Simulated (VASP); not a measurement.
A run of VASP 6.6.1 is set up as follows.

The input INCAR:

```
SYSTEM = MgO
PREC = Accurate ; ENCUT = 520
EDIFF = 1E-6 ; ISMEAR = 0
SIGMA = 0.05 ; LREAL = .FALSE.
LASPH = .TRUE. ; NELM = 80
ALGO = Normal ; ISIF = 2
LWAVE = .FALSE. ; LCHARG = .TRUE.
GGA = PE ; LELF = .TRUE.
LVHAR = .TRUE. ; NBANDS = 16
```

KPOINTS

```
regular mesh
0
G
  9 9 6
  0 0 0
```

Contents of POSCAR:

```
MgO
1.0
    3.4157000000      0.0000000000      0.0000000000
   -1.7078500000      2.9580829717      0.0000000000
    0.0000000000      0.0000000000      4.1970000000
Mg O
2 2
Direct
    0.6666666667      0.3333333333      0.7500000000
    0.3333333333      0.6666666667      0.2500000000
    0.6666666667      0.3333333333      0.2500000000
    0.3333333333      0.6666666667      0.7500000000
```

Potentials or basis: VASP PAW PBE potentials, release 64 (Mg, O).

The run is started by

```bash
$ cat potpaw_PBE.64/Mg/POTCAR potpaw_PBE.64/O/POTCAR > POTCAR
$ mpirun -np 1 vasp_std > vasp.out
```

Question: What does it give for the pressure?

Answer: 9.6 GPa.

Question: Estimate the band gap on the k mesh.

Answer: 3.60 eV, direct.

Stress tensor (GPa, compression positive):
```
10.99  0.00  0.00
 0.00 10.99  0.00
 0.00  0.00  6.84
```
